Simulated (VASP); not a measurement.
## In2SnTe2: relaxation of cell and atoms with PBE

In2SnTe2:

```
CELL_PARAMETERS angstrom
5.41601 0.00000 0.00000
-2.70801 4.69040 0.00000
0.00000 0.00000 6.33844
ATOMIC_POSITIONS crystal
In 0.33333 0.66667 0.43264
In 0.66667 0.33333 0.43264
Sn 0.00000 0.00000 0.20994
Te 0.33333 0.66667 0.93019
Te 0.66667 0.33333 0.93019
```

The cell was generated, and may not be a known phase.

```json
{
  "Program": "VASP 6.6.1",
  "Task": "relaxation of cell and atoms",
  "Functional": "PBE",
  "Potentials or basis": "VASP PAW PBE potentials, release 64 (In_d, Sn_d, Te)",
  "Cutoff": "600 eV",
  "k mesh": "12 × 12 × 6",
  "Occupations": "gaussian, width 0.1 eV",
  "Spin": "no spin polarisation",
  "Dipole correction": "no",
  "Further INCAR settings": "ALGO = Fast; EDIFF = 1e-06; IBRION = 2; EDIFFG = -0.01; NSW = 100; ISIF = 3"
}
```

```yaml
Relaxed_volume: 32.29 Å³/atom
Relaxed_cell: a = 5.418 Å, b = 5.418 Å, c = 6.351 Å, α = 90.00°, β = 90.00°, γ = 120.00°
Space_group_after_relaxing_to_0.1_Å: P6mm (No. 183)
Energy_gained_by_relaxing: 0.1 meV/atom
Ionic_steps: 2
Pressure_after_relaxing: 0.0 GPa
Largest_force_after_relaxing: 0.009 eV/Å
Band_gap_on_the_k_mesh: zero (bands 26 and 27 overlap by 0.57 eV)
```

Forces on the atoms (eV/Å):
```
In   0.000  0.000 -0.004
In   0.000  0.000 -0.004
Sn   0.000  0.000 -0.009
Te   0.000  0.000  0.008
Te   0.000  0.000  0.008
```

Step by step:
| step | energy change (eV) | largest force (eV/Å) | pressure (GPa) | volume (Å³) |
| --- | --- | --- | --- | --- |
| 1 | 0.0000 | 0.0063 | 0.09 | 161.02 |
| 2 | -0.0003 | 0.0088 | 0.00 | 161.43 |

Final structure:
```
CELL_PARAMETERS angstrom
5.41757 0.00000 0.00000
-2.70879 4.69175 0.00000
0.00000 0.00000 6.35093
ATOMIC_POSITIONS crystal
In 0.33333 0.66667 0.43261
In 0.66667 0.33333 0.43261
Sn 0.00000 0.00000 0.20990
Te 0.33333 0.66667 0.93024
Te 0.66667 0.33333 0.93024
```

Levels at points of the mesh, in eV from the Fermi level:
| k point | band 22 | band 23 | band 24 | band 25 | band 26 | band 27 | band 28 | band 29 | band 30 | band 31 |
| --- | --- | --- | --- | --- | --- | --- | --- | --- | --- | --- |
| (0.00, 0.00, 0.00) | -3.20 | -1.73 | -1.73 | -1.59 | -0.89 | 0.56 | 0.56 | 1.30 | 1.55 | 1.55 |
| (0.50, 0.00, 0.00) | -3.90 | -2.88 | -2.17 | -1.12 | 0.15 | 0.45 | 1.33 | 2.05 | 2.99 | 3.69 |
| (0.00, 0.00, 0.50) | -2.81 | -1.91 | -1.54 | -1.54 | -0.03 | -0.03 | 0.63 | 0.83 | 0.83 | 1.40 |
| (0.50, 0.00, 0.50) | -2.75 | -1.83 | -0.80 | -0.31 | 0.08 | 0.73 | 1.36 | 1.42 | 2.46 | 3.03 |

Wall time 18 min on 1 thread of Intel(R) Xeon(R) Platinum 8259CL CPU @ 2.50GHz (Skylake/Cascade Lake), on a shared host, peak memory 0.68 GiB.

Caveat: spin-orbit coupling is left out, which moves the levels of the heavy elements.
